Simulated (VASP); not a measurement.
Write the native input for VASP 6.6.1 that does the following.

```
Task                   : single point
Functional             : BLYP
Dispersion             : D3(BJ)
Potentials or basis    : VASP PAW PBE potentials, release 64 (Hf_pv, O)
Cutoff                 : 520 eV
k mesh                 : 5 × 6 × 5
Occupations            : fermi-dirac, width 0.05 eV
Spin                   : no spin polarisation
Dipole correction      : no
Further INCAR settings : ALGO = Normal; EDIFF = 1e-06; NBANDS = 56
```

The structure of HfO2 lies in POSCAR:

```
HfO2
1.0
    5.3218317680      0.0000000000      0.0000000000
    0.0000000000      5.1029212315      0.0000000000
    0.0000000000      0.0000000000      5.1313902082
Hf O
4 8
Direct
    0.9669940000      0.7325208200      0.7414403500
    0.5330060000      0.7325208200      0.2414403500
    0.4669940000      0.2674791800      0.7414403500
    0.0330060000      0.2674791800      0.2414403500
    0.6321274500      0.9286454000      0.8792672600
    0.8678725500      0.9286454000      0.3792672600
    0.2339485200      0.5398830500      0.4922923900
    0.2660514800      0.5398830500      0.9922923900
    0.7660514800      0.4601169500      0.9922923900
    0.7339485200      0.4601169500      0.4922923900
    0.1321274500      0.0713546000      0.8792672600
    0.3678725500      0.0713546000      0.3792672600
```

One way to write it, as run:

INCAR

```
SYSTEM = HfO2
PREC = Accurate
ENCUT = 520
EDIFF = 1E-6
ISMEAR = -1
SIGMA = 0.05
LREAL = .False.
LASPH = .True.
NELM = 100
ALGO = Normal
ISIF = 2
LWAVE = .False.
LCHARG = .False.
GGA = B5
ALDAX = 1.0
AGGAX = 1.0
AGGAC = 1.0
ALDAC = 0.0
IVDW = 12
VDW_S6 = 1.0
VDW_S8 = 2.6996
VDW_A1 = 0.4298
VDW_A2 = 4.2359
NBANDS = 56
```

KPOINTS

```
regular mesh
0
Gamma
  5 6 5
  0 0 0
```

Potentials or basis: VASP PAW PBE potentials, release 64 (Hf_pv, O).

The run is started by

```bash
$ cat potpaw_PBE.64/Hf_pv/POTCAR potpaw_PBE.64/O/POTCAR > POTCAR
$ mpirun -np 1 vasp_std > vasp.out
```

It gave:

```json
{
 "Pressure": "-8.6 GPa",
 "Largest force": "0.196 eV/Å",
 "Band gap on the k mesh": "4.26 eV, indirect (least direct gap 4.45 eV)",
 "Dispersion energy per atom": "-0.509 eV"
}
```

Caveat: the PAW data sets were made with another functional, which shifts forces and pressure a little; spin-orbit coupling is left out, which moves the levels of the heavy elements.

Wall time 8.6 min on 1 thread of Oxide Virtual Turin-like Processor (shared host), peak memory 0.34 GiB.
